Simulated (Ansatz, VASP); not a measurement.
Ni: VASP beside Ansatz

```
CELL_PARAMETERS angstrom
0.00000 1.69043 1.69043
1.69043 0.00000 1.69043
1.69043 1.69043 0.00000
ATOMIC_POSITIONS crystal
Ni 0.00000 0.00000 0.00000
```

Alike in both runs: task single point; functional r2SCAN; k mesh 25 × 25 × 25; occupations fermi-dirac, width 0.05 eV; collinear spin.

|  | VASP | Ansatz |
| --- | --- | --- |
| version | VASP 6.6.1 | Ansatz 0.2.0 |
| potentials or method | VASP PAW PBE potentials, release 64 (Ni), cutoff 520 eV | plane waves (500 eV) with PAW, scalar-relativistic |
| valence electrons in the cell | 10 | 18 |

VASP gave:

* pressure (GPa): 23.3
* net moment per atom (μB): 0.68
* size of the moment on the site where the two differ most (μB): 0.69

What did Ansatz give for the same quantities?

Pressure (GPa): 23.0; net moment per atom (μB): 0.70; size of the moment on the site where the two differ most (μB): 0.76.

VASP's potentials were made for PBE, not for r2SCAN. Site moments also hang on the region over which each program counts them. VASP's potentials hold 10 valence electrons a cell and Ansatz's 18, so a difference there can come from the potentials and not from the codes. Ansatz's warnings: stability check not made.
